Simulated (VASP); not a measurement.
# GaN (I-4m2) in VASP: single point with r2SCAN

Aim: the single point of GaN with r2SCAN.

Everything below comes from runs of VASP 6.6.1. Logs are shortened: lines on timing, memory, paths and dates and some standing lists are left out, and cuts for length are marked.

**1. The cell of the first run**

The structure is tetragonal, space group I-4m2 (No. 119). The conventional cell has a = 3.180 Å, b = 3.180 Å, c = 4.358 Å, α = 90.00°, β = 90.00°, γ = 90.00°. Within 2.6 Å of Ga (site symmetry -4m2) lie 4 N at 1.93 Å. N (site symmetry -4m2) has 4 Ga at 1.93 Å within 2.6 Å.

**2. Single point, r2SCAN (uniaxial x strain -3.1%)**

POSCAR

```
GaN
1.0
    0.0000000000      2.2489526240      2.2489526240
    2.1790101974      0.0000000000      2.2489526240
    2.1790101974      2.2489526240      0.0000000000
Ga N
1 1
Direct
    0.0000000000      0.0000000000      0.0000000000
    0.7500000000      0.7500000000      0.7500000000
```

INCAR.step1

```
SYSTEM = GaN
ALGO     = Normal         ! electronic algorithm
EDIFF    = 1E-5           ! SCF threshold, eV
ENCUT    = 1460           ! plane-wave cutoff, eV
GGA      = PE             ! functional
GGA_COMPAT= .False.      
ISMEAR   = 0              ! smearing method
LASPH    = .True.         ! aspherical terms in the spheres
LCHARG   = .False.        ! write CHGCAR
LREAL    = .False.        ! projectors in reciprocal space
LWAVE    = .True.         ! write WAVECAR
NBANDS   = 16             ! bands
NELM     = 120            ! most SCF steps
PREC     = Accurate       ! precision mode
SIGMA    = 0.01           ! smearing width, eV
```

INCAR.step2

```
SYSTEM = GaN
ALGO     = Normal         ! electronic algorithm
EDIFF    = 1E-6           ! SCF threshold, eV
ENCUT    = 1460           ! plane-wave cutoff, eV
GGA_COMPAT= .False.      
ISIF     = 2              ! what is computed and relaxed
ISMEAR   = 0              ! smearing method
ISTART   = 1            
LASPH    = .True.         ! aspherical terms in the spheres
LCHARG   = .False.        ! write CHGCAR
LMIXTAU  = .True.       
LREAL    = .False.        ! projectors in reciprocal space
LWAVE    = .False.        ! write WAVECAR
METAGGA  = R2SCAN         ! meta-GGA
NBANDS   = 16             ! bands
NELM     = 120            ! most SCF steps
PREC     = Accurate       ! precision mode
SIGMA    = 0.01           ! smearing width, eV
```

KPOINTS

```
k-points
0
Gamma
  10 10 10
  0 0 0
```

Potentials or basis: VASP PAW PBE potentials, release 64 (Ga_d, N_h).

The run is started by

```
$ cat potpaw_PBE.64/Ga_d/POTCAR potpaw_PBE.64/N_h/POTCAR > POTCAR
$ cp INCAR.step1 INCAR
$ mpirun -np 1 vasp_std > vasp.out
$ cp INCAR.step2 INCAR
$ mpirun -np 1 vasp_std > vasp.out
```

OUTCAR:

```text
SYSTEM = GaN
   EDIFF = 1E-6
   ENCUT = 1460
   ISIF = 2
   ISMEAR = 0
   ISTART = 1
   LASPH = .True.
   LREAL = .False.
   METAGGA = R2SCAN
   NELM = 120
   PREC = Accurate

 ion  position               nearest neighbor table
   1  0.000  0.000  0.000-   2 1.93   2 1.93   2 1.93   2 1.93
   2  0.750  0.750  0.750-   1 1.93   1 1.93   1 1.93   1 1.93

  LATTYP: Found a body centered tetragonal cell.
 ALAT       =     3.1804993020
 C/A-ratio  =     1.3702315206

  Lattice vectors:

 A1 = (  -2.1790101974,   0.0000000000,  -2.2489526240)
 A2 = (  -2.1790101974,   0.0000000000,   2.2489526240)
 A3 = (   2.1790101974,   2.2489526240,   0.0000000000)

Analysis of symmetry for initial positions (statically):
=====================================================================
 Subroutine PRICEL returns:
 Original cell was already a primitive cell.

 Routine SETGRP: Setting up the symmetry group for a
 body centered tetragonal supercell.

 Subroutine GETGRP returns: Found  8 space group operations
 (whereof  8 operations were pure point group operations)
 out of a pool of 16 trial point group operations.

The static configuration has the point symmetry D_2d.

Analysis of symmetry for dynamics (positions and initial velocities):
=====================================================================
 Subroutine PRICEL returns:
 Original cell was already a primitive cell.

 Routine SETGRP: Setting up the symmetry group for a
 body centered tetragonal supercell.

 Subroutine GETGRP returns: Found  8 space group operations
 (whereof  8 operations were pure point group operations)
 out of a pool of 16 trial point group operations.

The dynamic configuration has the point symmetry D_2d.

 Subroutine INISYM returns: Found  8 space group operations
 (whereof  8 operations are pure point group operations),
 and found     1 'primitive' translations

----------------------------------------------------------------------------------------

                                     Primitive cell

  volume of cell :      22.0419

  direct lattice vectors                    reciprocal lattice vectors
     0.000000000  2.248952624  2.248952624    -0.229461983  0.222325715  0.222325715
     2.179010197  0.000000000  2.248952624     0.229461983 -0.222325715  0.222325715
     2.179010197  2.248952624  0.000000000     0.229461983  0.222325715 -0.222325715

  length of vectors
     3.180499302  3.131433114  3.131433114     0.389243174  0.389243174  0.389243174

  position of ions in fractional coordinates (direct lattice)
     0.000000000  0.000000000  0.000000000
     0.750000000  0.750000000  0.750000000

  ion indices of the primitive-cell ions
   primitive index   ion index
                 1           1
                 2           2

----------------------------------------------------------------------------------------

 KPOINTS: k-points

Automatic generation of k-mesh.
 Grid dimensions read from file:
 generate k-points for:   10   10   10

 Generating k-lattice:

  Cartesian coordinates                     Fractional coordinates (reciprocal lattice)
    -0.022946198  0.022232571  0.022232571     0.100000000  0.000000000  0.000000000
     0.022946198 -0.022232571  0.022232571     0.000000000  0.100000000  0.000000000
     0.022946198  0.022232571 -0.022232571     0.000000000  0.000000000  0.100000000

  Length of vectors
     0.038924317  0.038924317  0.038924317

  Shift w.r.t. Gamma in fractional coordinates (k-lattice)
     0.000000000  0.000000000  0.000000000

 Subroutine IBZKPT returns following result:
 ===========================================

 Found    102 irreducible k-points:

 Following reciprocal coordinates:
            Coordinates               Weight
  0.000000  0.000000  0.000000      1.000000
  0.100000  0.000000  0.000000      8.000000
  0.200000  0.000000  0.000000      8.000000
  0.300000  0.000000  0.000000      8.000000
  0.400000 -0.000000 -0.000000      8.000000
  0.500000  0.000000  0.000000      4.000000
[... 16 lines left out ...]
  0.300000  0.300000  0.000000      4.000000
  0.400000  0.300000 -0.000000     16.000000
 [... further k-points ...]
   k-points           NKPTS =    102   k-points in BZ     NKDIM =    102   number of bands    NBANDS=     16
   number of dos      NEDOS =    301   number of ions     NIONS =      2
   total plane-waves  NPLWV =  64000
   dimension x,y,z NGX =    40 NGY =   40 NGZ =   40
   dimension x,y,z NGXF=    80 NGYF=   80 NGZF=   80
   ions per type =               1   1
   NGX,Y,Z   is equivalent  to a cutoff of  20.91, 21.24, 21.24 a.u.
   NGXF,Y,Z  is equivalent  to a cutoff of  41.82, 42.47, 42.47 a.u.
 SYSTEM =  GaN
   PREC   = accura    normal or accurate (medium, high low for compatibility)
   ISTART =      1    job   : 0-new  1-cont  2-samecut
   ICHARG =      0    charge: 1-file 2-atom 10-const
   ISPIN  =      1    spin polarized calculation?
   LNONCOLLINEAR =      F non collinear calculations
   LSORBIT =      F    spin-orbit coupling
   LASPH  =      T    aspherical Exc in radial PAW
   ENCUT  = 1460.0 eV 107.31 Ry   10.36 a.u.   9.91  9.76  9.76*2*pi/ulx,y,z
   NELM   =    120;   NELMIN=  2; NELMDL=  0     # of ELM steps
   EDIFF  = 0.1E-05   stopping-criterion for ELM
   LREAL  =      F    real-space projection
   EDIFFG = 0.1E-04   stopping-criterion for IOM
   NSW    =      0    number of steps for IOM
   IBRION =     -1    ionic relax: 0-MD 1-quasi-New 2-CG
   NFREE  =      0    steps in history (QN), initial steepest desc. (CG)
   ISIF   =      2    stress and relaxation
   ISYM   =      2    0-nonsym 1-usesym 2-fastsym
   POTIM  = 0.5000    time-step for ionic-motion
   TEBEG  =    0.0;   TEEND  =   0.0 temperature during run
   PSTRESS=    0.0 pullay stress
   NELECT =      18.0000    total number of electrons
   NUPDOWN=      -1.0000    fix difference up-down
   EMIN   =  10.00;   EMAX   =-10.00  energy-range for DOS
   EFERMI =   0.00;   METHOD = LEGACY
   ISMEAR =     0;   SIGMA  =   0.01  broadening in eV -4-tet -1-fermi 0-gaus
   EFERMI_NEDOS =   21; number of points for ismear=-14 and -15
   IALGO  =     38    algorithm
   IMIX   =      4    mixing-type and parameters
     AMIX     =   0.40;   BMIX     =  1.00
     AMIX_MAG =   1.60;   BMIX_MAG =  1.00
  volume/ion in A,a.u.               =      11.02        74.37
  Fermi-wavevector in a.u.,A,eV,Ry     =   1.530203  2.891664 31.858329  2.341521
  Thomas-Fermi vector in A             =   2.637718
   LORBIT       =      0    0 simple, 1 ext, 2 COOP (PROOUT), +10 PAW based schemes
   METAGGA = R2SCAN    functional components
   LHFCALC =     F    Hartree Fock is set to
   AEXX    =    0.0000 exact exchange contribution
   IVDW    =     0    specifies the selected vdW correction
   LEPSILON=     F    determine dielectric tensor
   LRPA    =     F    only Hartree local field effects (RPA)
 non-spin polarized calculation
 Gauss-broadening in eV      SIGMA  =   0.01
  energy-cutoff  :     1460.00
  volume of cell :       22.04
 maximum number of plane-waves:      2810
   NGX = 19   NGY = 19   NGZ = 19

 number of electron      18.0000001 magnetization

 Free energy of the ion-electron system (eV)
  ---------------------------------------------------
  ext. energy  EPLUGINS =         0.00000000
  ---------------------------------------------------
  free energy    TOTEN  =       -21.87528670 eV

  energy without entropy =      -21.87528670  energy(sigma->0) =      -21.87528670

 E-fermi :   5.8798     XC(G=0): -12.8503

 val. band max:        5.8335058244   @ k =   0.0000   0.0000   0.0000
 cond. band min:       8.1075746303   @ k =   0.0000   0.0000   0.0000
 fundamental gap:      2.2740688059
 Fermi energy:         5.8798432054

 k-point     1 :       0.0000    0.0000    0.0000
  band No.  band energies     occupation
      1     -11.3214      2.00000
      2      -8.1372      2.00000
      3      -8.1371      2.00000
      4      -8.1031      2.00000
      5      -7.7352      2.00000
      6      -7.7320      2.00000
[... 8 lines left out ...]
     15      25.4123      0.00000
     16      25.4123      0.00000

 k-point     2 :       0.1000    0.0000    0.0000
  band No.  band energies     occupation
      1     -11.2026      2.00000
      2      -8.1213      2.00000
      3      -8.1090      2.00000
      4      -8.0772      2.00000
      5      -7.7358      2.00000
      6      -7.7341      2.00000
[... 8 lines left out ...]
     15      24.1266      0.00000
     16      25.0267      0.00000

 k-point     3 :       0.2000    0.0000    0.0000
  band No.  band energies     occupation
      1     -10.8948      2.00000
      2      -8.0846      2.00000
      3      -8.0625      2.00000
      4      -7.9302      2.00000
      5      -7.7348      2.00000
      6      -7.7318      2.00000
[... 8 lines left out ...]
     15      23.3264      0.00000
     16      23.9973      0.00000

 k-point     4 :       0.3000    0.0000    0.0000
  band No.  band energies     occupation
      1     -10.5416      2.00000
      2      -8.0510      2.00000
      3      -8.0263      2.00000
      4      -7.7277      2.00000
      5      -7.7133      2.00000
      6      -7.5505      2.00000
[... 8 lines left out ...]
     15      24.0964      0.00000
     16      24.2550      0.00000

 k-point     5 :       0.4000   -0.0000   -0.0000
  band No.  band energies     occupation
      1     -10.3020      2.00000
      2      -8.0353      2.00000
      3      -8.0088      2.00000
      4      -7.7057      2.00000
      5      -7.6857      2.00000
      6      -6.9596      2.00000
[... 8 lines left out ...]
     15      25.7421      0.00000
     16      25.8073      0.00000

 k-point     6 :       0.5000    0.0000    0.0000
  band No.  band energies     occupation
      1     -10.2253      2.00000
      2      -8.0319      2.00000
      3      -8.0049      2.00000
      4      -7.6947      2.00000
      5      -7.6722      2.00000
      6      -6.5986      2.00000
[... 8 lines left out ...]
     15      26.9299      0.00000
     16      27.0196      0.00000
[... 267 lines left out ...]
 k-point    21 :      -0.3000    0.2000    0.0000
  band No.  band energies     occupation
      1     -10.2177      2.00000
      2      -8.0116      2.00000
      3      -7.9554      2.00000
      4      -7.7546      2.00000
      5      -7.7307      2.00000
      6      -6.8200      2.00000
[... 8 lines left out ...]
     15      24.6466      0.00000
     16      27.6423      0.00000

 k-point    22 :      -0.2000    0.2000    0.0000
  band No.  band energies     occupation
      1     -10.4280      2.00000
      2      -8.0239      2.00000
      3      -7.9997      2.00000
      4      -7.7731      2.00000
      5      -7.7494      2.00000
      6      -7.3551      2.00000
[... 8 lines left out ...]
     15      24.5987      0.00000
     16      27.6566      0.00000

 k-point    23 :       0.3000    0.3000    0.0000
  band No.  band energies     occupation
      1     -10.3333      2.00000
      2      -7.9414      2.00000
      3      -7.9100      2.00000
      4      -7.8928      2.00000
      5      -7.6805      2.00000
      6      -7.4016      2.00000
[... 8 lines left out ...]
     15      28.7082      0.00000
     16      30.4626      0.00000

 k-point    24 :       0.4000    0.3000   -0.0000
  band No.  band energies     occupation
      1     -10.1646      2.00000
      2      -7.9594      2.00000
      3      -7.8666      2.00000
      4      -7.8515      2.00000
      5      -7.6698      2.00000
      6      -6.9803      2.00000
[... 8 lines left out ...]
     15      29.0619      0.00000
     16      30.3110      0.00000

 [... further k-points ...]
[... 5 lines left out ...]
  --------------------------------------------------------------------------------------
  -------------------------------------------------------------------------------------
  Total        1.4108341      0.9041351      0.9041351      0.0000000      0.0000000      0.0000000
  in kB      102.5502350     65.7194648     65.7194648      0.0000000      0.0000000      0.0000000
  external PRESSURE =      77.9963882 kB  Pullay stress =       0.0000000 kB

 VOLUME and BASIS-vectors are now :
 -----------------------------------------------------------------------------
  energy-cutoff  :     1460.00
  volume of cell :       22.04
      direct lattice vectors                 reciprocal lattice vectors
     0.000000000  2.248952624  2.248952624    -0.229461983  0.222325715  0.222325715
     2.179010197  0.000000000  2.248952624     0.229461983 -0.222325715  0.222325715
     2.179010197  2.248952624  0.000000000     0.229461983  0.222325715 -0.222325715

 POSITION                                       TOTAL-FORCE (eV/Angst)
 -----------------------------------------------------------------------------------
      0.00000      0.00000      0.00000        -0.000000      0.000000      0.000000
      3.26852      3.37343      3.37343         0.000000     -0.000000     -0.000000
 -----------------------------------------------------------------------------------
    total drift:                               -0.000000      0.000000      0.000000

  FREE ENERGIE OF THE ION-ELECTRON SYSTEM (eV)
  ---------------------------------------------------
  free  energy   TOTEN  =       -21.8752867011 eV

  energy  without entropy=      -21.8752867011  energy(sigma->0) =      -21.87528670
```

Run time: 7.7 min. Hardware: 1 thread of AMD EPYC 7R13 (Zen 3), shared host; peak memory 0.36 GiB.

What came out:

- Free energy: -21.8753 eV
- Pressure: 7.8 GPa
- Band gap on the k mesh: 2.27 eV

Levels at points of the mesh, in eV from the valence-band top:
```
           k point  band 7  band 8  band 9  band 10  band 11  band 12
(0.00, 0.00, 0.00)   -0.14   -0.14    0.00     2.27    11.11    11.20
(0.50, 0.00, 0.00)   -7.50   -1.26   -1.02     5.31     9.55    10.86
(0.50, 0.50, 0.00)   -6.59   -2.94   -2.91     3.77     7.57    12.61
(0.00, 0.50, 0.50)   -6.23   -3.18   -3.18     3.55     7.01    13.11
```

Caveat: the cell differs from its parent crystal (uniaxial x strain -3.1%); the cell stands under pressure; the PAW data sets were made with another functional, which shifts forces and pressure a little.
